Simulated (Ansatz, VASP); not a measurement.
## One calculation of CaO, two programs

```xyz
2
Lattice="0.0000 2.4065 2.4065 2.4065 0.0000 2.4065 2.4065 2.4065 0.0000" Properties=species:S:1:pos:R:3 pbc="T T T"
Ca    0.0000    0.0000    0.0000
O     2.4065    2.4065    2.4065
```

Alike in both runs: task relaxation of cell and atoms; functional PBEsol; k mesh 14 × 14 × 14; occupations fermi-dirac, width 0.05 eV; no spin polarisation.

```csv
,VASP,Ansatz
version,VASP 6.6.1,Ansatz 0.2.0
potentials or method,"VASP PAW PBE potentials, release 64 (Ca_sv, O)","PAW with Ansatz's default frozen-core files, scalar-relativistic"
plane-wave cutoff (eV),600,420
valence electrons in the cell,16,16
```

```tsv
	VASP	Ansatz	Ansatz less VASP
gap on the k mesh at the Fermi level, each at its own relaxed structure (eV)	3.53	3.54	+0.018
relaxed volume (Å³/atom)	13.61	13.54	-0.064
relaxed cell length with the largest relative difference (Å)	3.376	3.371	-0.0053
```

VASP's potentials were made for PBE, not for PBEsol.
